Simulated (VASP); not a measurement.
## CoAu4: single point with PBE

The system is CoAu4.

```
Co Au
1.0
     6.06343    0.00000    0.00000
     0.00000    7.01626    0.00000
     0.00000    0.00000    3.97170
Co Au
2 8
Direct
  0.00000 0.00000 0.00000
  0.50000 0.50000 0.50000
  0.24870 0.31230 0.00000
  0.75130 0.68770 0.00000
  0.74870 0.18770 0.50000
  0.25130 0.81230 0.50000
  0.34110 0.12630 0.50000
  0.65890 0.87370 0.50000
  0.84110 0.37370 0.00000
  0.15890 0.62630 0.00000
```

```
Program             : VASP 6.6.1
Task                : single point
Functional          : PBE
Potentials or basis : VASP PAW PBE potentials, release 64 (Co, Au)
Cutoff              : 520 eV
k mesh              : 6 × 5 × 9
Occupations         : fermi-dirac, width 0.1 eV
Spin                : no spin polarisation
```

| Property | Result |
| --- | --- |
| Pressure | 48.2 GPa |
| Largest force | 4.825 eV/Å |
| Band gap on the k mesh | zero (bands 53 and 54 overlap by 0.55 eV) |

Forces in eV/Å, atoms in the order of the input:
```
Co   0.000  0.000  0.000
Co   0.000  0.000  0.000
Au   3.023 -3.761  0.000
Au  -3.023  3.761  0.000
Au   3.023  3.761  0.000
Au  -3.023 -3.761  0.000
Au  -0.577  4.182  0.000
Au   0.577 -4.182  0.000
Au  -0.577 -4.182  0.000
Au   0.577  4.182  0.000
```

Stress tensor (GPa, compression positive):
```
30.38  0.00  0.00
 0.00 78.55  0.00
 0.00  0.00 35.58
```

Levels at points of the mesh, in eV from the Fermi level:
```
           k point  band 50  band 51  band 52  band 53  band 54  band 55  band 56  band 57  band 58  band 59
(0.00, 0.00, 0.00)    -0.31    -0.11    -0.08    -0.04    -0.01     0.13     0.41     1.86     1.86     2.55
(0.50, 0.00, 0.00)    -0.32    -0.23    -0.23    -0.22    -0.22     0.46     0.46     4.07     4.07     4.42
```

It took 8.5 min on 1 × NVIDIA H100 80GB with 1 thread of Intel(R) Xeon(R) Platinum 8481C CPU @ 2.70GHz (Sapphire Rapids), with other jobs on the host, peak memory 1.6 GiB.

Caveat: the cell stands under pressure; spin-orbit coupling is left out, which moves the levels of the heavy elements; the run has no spin polarisation, though such a crystal can be magnetic; forces of over 1 eV/Å act on the atoms, so gaps and moduli don't describe the material at rest. Spin polarisation is off, so any magnetic state and its effect on volume and gap are missing.
